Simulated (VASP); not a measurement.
# Al4P (I4/mmm) in VASP: further runs

The runs below take Al4P through single point, relaxation of cell and atoms, with PBE.

Everything below comes from runs of VASP 6.6.1. Logs are shortened: lines on timing, memory, paths and dates and some standing lists are left out, and cuts for length are marked.

**1. The cell of the first run**

It takes space group I4/mmm (No. 139, tetragonal). The conventional cell has a = 4.192 Å, b = 4.192 Å, c = 8.208 Å, α = 90.00°, β = 90.00°, γ = 90.00°. Within 2.6 Å of Al (site symmetry 4mm) lie 1 P at 1.95 Å. Within 3.1 Å of Al (site symmetry mmm) lie 2 P at 2.10 Å and 12 Al at 2.86 to 3.01 Å. P (site symmetry 4/mmm) has 6 Al at 1.95 to 2.10 Å within 2.6 Å.

The cell was built from a structure type or drawn by symmetry, and may not be a known phase.

**2. Single point, PBE**

INCAR

```
SYSTEM = Al4P
PREC = Accurate ; ENCUT = 520
EDIFF = 1E-7 ; ISMEAR = 0
SIGMA = 0.1 ; LREAL = .False.
LASPH = .True. ; NELM = 100
ALGO = Normal ; ISIF = 2
LWAVE = .False. ; LCHARG = .True.
GGA = PE ; LELF = .True.
LVHAR = .True. ; NBANDS = 16
```

KPOINTS

```
regular mesh
0
Gamma
  6 6 6
  0 0 0
```

POSCAR

```
Al4P
1.0
   -2.0960663500      2.0960663500      4.1041493800
    2.0960663500     -2.0960663500      4.1041493800
    2.0960663500      2.0960663500     -4.1041493800
Al P
4 1
Direct
    0.2370000000      0.2370000000      0.0000000000
    0.7630000000      0.7630000000      0.0000000000
    0.5000000000      0.0000000000      0.5000000000
    0.0000000000      0.5000000000      0.5000000000
    0.0000000000      0.0000000000      0.0000000000
```

Potentials or basis: VASP PAW PBE potentials, release 64 (Al, P).

Command:

```sh
$ cat potpaw_PBE.64/Al/POTCAR potpaw_PBE.64/P/POTCAR > POTCAR
$ mpirun -np 1 vasp_std > vasp.out
```

OUTCAR:

```text
SYSTEM = Al4P
   PREC = Accurate
   ENCUT = 520
   EDIFF = 1E-7
   ISMEAR = 0
   LREAL = .False.
   LASPH = .True.
   NELM = 100
   ISIF = 2
   GGA = PE

 ion  position               nearest neighbor table
   1  0.237  0.237  0.000-   5 1.95   4 2.86   3 2.86   4 2.86   3 2.86   2 2.97   2 2.97   2 2.97
                             2 2.97   3 3.01   4 3.01   4 3.01   3 3.01
   2  0.763  0.763  0.000-   5 1.95   4 2.86   3 2.86   3 2.86   4 2.86   1 2.97   1 2.97   1 2.97
                             1 2.97   3 3.01   3 3.01   4 3.01   4 3.01
   3  0.500  0.000  0.500-   5 2.10   5 2.10   2 2.86   1 2.86   2 2.86   1 2.86   4 2.96   4 2.96
                             4 2.96   4 2.96   2 3.01   2 3.01   1 3.01   1 3.01
   4  0.000  0.500  0.500-   5 2.10   5 2.10   2 2.86   1 2.86   2 2.86   1 2.86   3 2.96   3 2.96
                             3 2.96   3 2.96   2 3.01   1 3.01   1 3.01   2 3.01
   5  0.000  0.000  0.000-   1 1.95   2 1.95   3 2.10   4 2.10   4 2.10   3 2.10

  LATTYP: Found a body centered tetragonal cell.
 ALAT       =     4.1921327000
 C/A-ratio  =     1.9580245539

  Lattice vectors:

 A1 = (  -2.0960663500,   2.0960663500,   4.1041493800)
 A2 = (   2.0960663500,  -2.0960663500,   4.1041493800)
 A3 = (   2.0960663500,   2.0960663500,  -4.1041493800)

Analysis of symmetry for initial positions (statically):
=====================================================================
 Subroutine PRICEL returns:
 Original cell was already a primitive cell.

 Routine SETGRP: Setting up the symmetry group for a
 body centered tetragonal supercell.

 Subroutine GETGRP returns: Found 16 space group operations
 (whereof 16 operations were pure point group operations)
 out of a pool of 16 trial point group operations.

The static configuration has the point symmetry D_4h.

Analysis of symmetry for dynamics (positions and initial velocities):
=====================================================================
 Subroutine PRICEL returns:
 Original cell was already a primitive cell.

 Routine SETGRP: Setting up the symmetry group for a
 body centered tetragonal supercell.

 Subroutine GETGRP returns: Found 16 space group operations
 (whereof 16 operations were pure point group operations)
 out of a pool of 16 trial point group operations.

The dynamic configuration has the point symmetry D_4h.

 Subroutine INISYM returns: Found 16 space group operations
 (whereof 16 operations are pure point group operations),
 and found     1 'primitive' translations

----------------------------------------------------------------------------------------

                                     Primitive cell

[... 105 lines left out ...]
   TEBEG  =    0.0;   TEEND  =   0.0 temperature during run
   PSTRESS=    0.0 pullay stress
   NELECT =      17.0000    total number of electrons
   NUPDOWN=      -1.0000    fix difference up-down
   EMIN   =  10.00;   EMAX   =-10.00  energy-range for DOS
   EFERMI =   0.00;   METHOD = LEGACY
   ISMEAR =     0;   SIGMA  =   0.10  broadening in eV -4-tet -1-fermi 0-gaus
   EFERMI_NEDOS =   21; number of points for ismear=-14 and -15
   IALGO  =     38    algorithm
   IMIX   =      4    mixing-type and parameters
     AMIX     =   0.40;   BMIX     =  1.00
     AMIX_MAG =   1.60;   BMIX_MAG =  1.00
  volume/ion in A,a.u.               =      14.43        97.35
  Fermi-wavevector in a.u.,A,eV,Ry     =   1.011254  1.910992 13.913777  1.022634
  Thomas-Fermi vector in A             =   2.144292
   LORBIT       =      0    0 simple, 1 ext, 2 COOP (PROOUT), +10 PAW based schemes
   GGA     = PE    functional components
   LHFCALC =     F    Hartree Fock is set to
   AEXX    =    0.0000 exact exchange contribution
   IVDW    =     0    specifies the selected vdW correction
   LEPSILON=     F    determine dielectric tensor
   LRPA    =     F    only Hartree local field effects (RPA)
 non-spin polarized calculation
 Gauss-broadening in eV      SIGMA  =   0.10
  energy-cutoff  :      520.00
  volume of cell :       72.13
 maximum number of plane-waves:      1960
 NGX is ok and might be reduce to    40
   NGX = 19   NGY = 19   NGZ = 19

 number of electron      17.0000000 magnetization

 Free energy of the ion-electron system (eV)
  ---------------------------------------------------
  ext. energy  EPLUGINS =         0.00000000
  ---------------------------------------------------
  free energy    TOTEN  =       -14.01868158 eV

  energy without entropy =      -14.01104633  energy(sigma->0) =      -14.01486395

 E-fermi :   9.6343     XC(G=0): -10.6626

 val. band max:        9.5846619500   @ k =  -0.1667   0.3333   0.1667
 cond. band min:       9.6774712514   @ k =   0.1667  -0.0000   0.0000
 fundamental gap:      0.0928093014
 Fermi energy:         9.6343494996

 k-point     1 :       0.0000    0.0000    0.0000
  band No.  band energies     occupation
      1      -5.9922      2.00000
      2       1.9902      2.00000
      3       2.8792      2.00000
      4       2.8792      2.00000
      5       3.1554      2.00000
      6       7.6882      2.00000
[... 433 lines left out ...]
      3       1.8224      2.00000
      4       2.7170      2.00000
      5       5.1711      2.00000
      6       6.2820      2.00000
[... 8 lines left out ...]
     15      14.0673      0.00000
     16      15.2321      0.00000

 [... further k-points ...]

------------------------ aborting loop because EDIFF is reached ----------------------------------------

  FORCE on cell =-STRESS in cart. coord.  units (eV):
  Direction    XX          YY          ZZ          XY          YZ          ZX
  --------------------------------------------------------------------------------------
  -------------------------------------------------------------------------------------
  Total       18.7206102     18.7206102     28.4910430      0.0000000     -0.0000000      0.0000000
  in kB      415.8506467    415.8506467    632.8863481      0.0000000     -0.0000000      0.0000000
  external PRESSURE =     488.1958805 kB  Pullay stress =       0.0000000 kB

 VOLUME and BASIS-vectors are now :
 -----------------------------------------------------------------------------
  energy-cutoff  :      520.00
  volume of cell :       72.13
      direct lattice vectors                 reciprocal lattice vectors
    -2.096066350  2.096066350  4.104149380     0.000000000  0.238542067  0.121827924
     2.096066350 -2.096066350  4.104149380     0.238542067  0.000000000  0.121827924
     2.096066350  2.096066350 -4.104149380     0.238542067  0.238542067  0.000000000

 POSITION                                       TOTAL-FORCE (eV/Angst)
 -----------------------------------------------------------------------------------
      0.00000      0.00000      1.94537        -0.000000     -0.000000      8.457742
      0.00000      0.00000      6.26293         0.000000      0.000000     -8.457742
      0.00000      2.09607      0.00000        -0.000000     -0.000000      0.000000
      2.09607      0.00000      0.00000        -0.000000     -0.000000      0.000000
      0.00000      0.00000      0.00000        -0.000000     -0.000000      0.000000
 -----------------------------------------------------------------------------------
    total drift:                                0.000000      0.000000      0.000000

  FREE ENERGIE OF THE ION-ELECTRON SYSTEM (eV)
  ---------------------------------------------------
  free  energy   TOTEN  =       -14.0186815815 eV

  energy  without entropy=      -14.0110463266  energy(sigma->0) =      -14.01486395
```

OSZICAR:

```text
N       E                     dE             d eps       ncg     rms          rms(c)
DAV:   1     0.327535067334E+02    0.32754E+02   -0.63463E+03   960   0.852E+02
DAV:   2    -0.133088527199E+02   -0.46062E+02   -0.42566E+02  1280   0.127E+02
DAV:   3    -0.154638630261E+02   -0.21550E+01   -0.21424E+01  1256   0.258E+01
DAV:   4    -0.154851752639E+02   -0.21312E-01   -0.21308E-01  1192   0.313E+00
DAV:   5    -0.154855242392E+02   -0.34898E-03   -0.34897E-03  1296   0.411E-01    0.987E+00
DAV:   6    -0.141065026012E+02    0.13790E+01   -0.26283E+00  1120   0.842E+00    0.596E+00
DAV:   7    -0.140361410063E+02    0.70362E-01   -0.82876E-01  1264   0.465E+00    0.362E+00
DAV:   8    -0.140211075750E+02    0.15033E-01   -0.70804E-02  1072   0.144E+00    0.261E-01
DAV:   9    -0.140186244884E+02    0.24831E-02   -0.10154E-02  1128   0.635E-01    0.150E-01
DAV:  10    -0.140187211896E+02   -0.96701E-04   -0.12307E-03  1240   0.186E-01    0.116E-01
DAV:  11    -0.140186817780E+02    0.39412E-04   -0.73795E-05  1128   0.476E-02    0.286E-02
DAV:  12    -0.140186816647E+02    0.11333E-06   -0.10442E-05  1296   0.192E-02    0.113E-02
DAV:  13    -0.140186815209E+02    0.14379E-06   -0.10056E-06  1248   0.535E-03    0.190E-03
DAV:  14    -0.140186815815E+02   -0.60587E-07   -0.32817E-07  1112   0.331E-03
   1 F= -.14018682E+02 E0= -.14014864E+02  d E =-.763525E-02
```

stdout:

```text
POSCAR found type information on POSCAR AlP
 POSCAR found :  2 types and       5 ions
 scaLAPACK will be used
 LDA part: xc-table for (Slater+PW92), standard interpolation
 POSCAR, INCAR and KPOINTS ok, starting setup
 FFT: planning ... GRIDC
 FFT: planning ... GRID_SOFT
 FFT: planning ... GRID
 WAVECAR not read
 entering main loop
```

It took 30 s on 1 thread of Intel Xeon 6975P-C (Granite Rapids), shared host; peak memory 0.23 GiB.

What came out:

```
Free energy            : -14.0187 eV
Pressure               : 48.8 GPa
Largest force          : 8.458 eV/Å
Band gap on the k mesh : zero (an odd number of electrons rules out a gap without spin polarisation)
```

Forces in eV/Å, atoms in the order of the input:
```
Al   0.000  0.000  8.458
Al   0.000  0.000 -8.458
Al   0.000  0.000  0.000
Al   0.000  0.000  0.000
P    0.000  0.000  0.000
```

Stress tensor (GPa, compression positive):
```
41.59  0.00  0.00
 0.00 41.59  0.00
 0.00  0.00 63.29
```

Caveat: the cell stands under pressure; forces of over 1 eV/Å act on the atoms, so gaps and moduli don't describe the material at rest.

(Part 1 of 3 ends here.)
